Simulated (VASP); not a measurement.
Al16O25 (a cell with a defect): single point with PBEsol

The system is Al16O25 (a cell with a defect).

```
Al O
1.0
    -4.77386   -2.75619    4.33829
     4.77386   -2.75619    4.33829
     0.00000    5.51238    4.33829
Al O
16 25
Direct
  0.13797 0.13797 0.13797
  0.64287 0.64753 0.14868
  0.64753 0.14868 0.64287
  0.14868 0.64287 0.64753
  0.34718 0.34718 0.34718
  0.84878 0.85187 0.35561
  0.85187 0.35561 0.84878
  0.35561 0.84878 0.85187
  0.65282 0.65282 0.65282
  0.15122 0.14813 0.64439
  0.14813 0.64439 0.15122
  0.64439 0.15122 0.14813
  0.86203 0.86203 0.86203
  0.35713 0.35247 0.85132
  0.35247 0.85132 0.35713
  0.85132 0.35713 0.35247
  0.41025 0.59405 0.74922
  0.89819 0.10665 0.71711
  0.90006 0.60431 0.25283
  0.39947 0.09570 0.25018
  0.40595 0.25078 0.58975
  0.90430 0.74982 0.60053
  0.89335 0.28289 0.10181
  0.39569 0.74717 0.09994
  0.59405 0.74922 0.41025
  0.09570 0.25018 0.39947
  0.10665 0.71711 0.89819
  0.60431 0.25283 0.90006
  0.74922 0.41025 0.59405
  0.25283 0.90006 0.60431
  0.25018 0.39947 0.09570
  0.71711 0.89819 0.10665
  0.25078 0.58975 0.40595
  0.74717 0.09994 0.39569
  0.74982 0.60053 0.90430
  0.28289 0.10181 0.89335
  0.58975 0.40595 0.25078
  0.10181 0.89335 0.28289
  0.09994 0.39569 0.74717
  0.60053 0.90430 0.74982
  0.00000 0.00000 0.00000
```

This cell differs from its parent crystal: with an interstitial atom, then relaxed in part.

```
Program             : VASP 6.6.1
Task                : single point
Functional          : PBEsol
Potentials or basis : VASP PAW PBE potentials, release 64 (Al, O)
Cutoff              : 520 eV
k mesh              : 2 × 2 × 2, shifted
Occupations         : gaussian, width 0.01 eV
Spin                : collinear spin
```

The largest force is 0.043 eV/Å, the net moment is 1.00 μB per cell and the site moments are Al -0.01, +0.00, -0.00 (each value once); O +0.00, +0.05, +0.54 (each value once) μB. The valence electrons inside the program's atomic spheres are Al 0.69, 0.73, 0.75, 0.72 (each value once); O 5.17, 5.18, 5.09 (each value once).

Forces on the atoms (eV/Å):
```
Al   0.000  0.000  0.043
Al   0.005  0.007 -0.008
Al   0.004 -0.008 -0.008
Al  -0.009  0.001 -0.008
Al   0.000  0.000 -0.005
Al   0.007 -0.008  0.003
Al  -0.010 -0.002  0.003
Al   0.003  0.010  0.003
Al   0.000  0.000  0.005
Al  -0.007  0.008 -0.003
Al   0.010  0.002 -0.003
Al  -0.003 -0.010 -0.003
Al   0.000  0.000 -0.043
Al  -0.005 -0.007  0.008
Al  -0.004  0.008  0.008
Al   0.009 -0.001  0.008
O    0.006  0.000 -0.010
O    0.000  0.003  0.010
O   -0.001 -0.001  0.006
O    0.013  0.008  0.004
O    0.003  0.005  0.010
O    0.000  0.015 -0.004
O   -0.003  0.002 -0.010
O    0.000 -0.002 -0.006
O   -0.003 -0.005 -0.010
O    0.000 -0.015  0.004
O    0.003 -0.002  0.010
O    0.000  0.002  0.006
O   -0.003  0.005 -0.010
O    0.001 -0.001  0.006
O   -0.013  0.008  0.004
O   -0.003 -0.002  0.010
O    0.003 -0.005  0.010
O   -0.001  0.001 -0.006
O    0.013 -0.008 -0.004
O    0.003  0.002 -0.010
O   -0.006  0.000  0.010
O    0.000 -0.003 -0.010
O    0.001  0.001 -0.006
O   -0.013 -0.008 -0.004
O    0.000  0.000  0.000
```

Levels at points of the mesh, in eV from the Fermi level:
Spin up:
```
           k point  band 97  band 98  band 99  band 100  band 101  band 102  band 103  band 104
(0.25, 0.25, 0.25)    -2.41    -1.54    -0.79     -0.79      4.82      6.62      6.73      6.73
```
Spin down:
```
           k point  band 97  band 98  band 99  band 100  band 101  band 102
(0.25, 0.25, 0.25)    -2.39    -1.28     0.02      0.02      4.83      6.63
```

Run time: 11 min on 1 thread of Intel Xeon 8259CL, with other jobs on the host, peak memory 0.56 GiB.

Caveat: the k points lie up to 0.45 Å⁻¹ apart; the cell carries a net charge on a neutralising background, which shifts energy and pressure; the cell differs from its parent crystal (with an interstitial atom, then relaxed in part); the cell is charged against a uniform background, so pressure and absolute levels hang on convention; the PAW data sets were made with another functional, which shifts forces and pressure a little.
